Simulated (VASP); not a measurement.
Here is a VASP 6.6.1 calculation.

File INCAR:

```
SYSTEM = Sc
PREC = Accurate
ENCUT = 520
EDIFF = 1E-6
ISMEAR = -1
SIGMA = 0.05
LREAL = .FALSE.
LASPH = .TRUE.
NELM = 80
ALGO = Fast
ISIF = 2
LWAVE = .FALSE.
LCHARG = .FALSE.
GGA = PS
NBANDS = 12
```

File KPOINTS:

```
regular mesh
0
G
  10 10 10
  0 0 0
```

The input POSCAR:

```
Sc
1.0
    0.0000000000      2.0920508504      2.0920508504
    2.0920508504      0.0000000000      2.0920508504
    2.0920508504      2.0920508504      0.0000000000
Sc
1
Direct
    0.0000000000      0.0000000000      0.0000000000
```

Potentials or basis: VASP PAW PBE potentials, release 64 (Sc_sv).

The run is started by

```sh
$ cat potpaw_PBE.64/Sc_sv/POTCAR > POTCAR
$ mpirun -np 1 vasp_std > vasp.out
```

What does it give for the pressure?

20.1 GPa.

Caveat: the PAW data sets were made with another functional, which shifts forces and pressure a little.
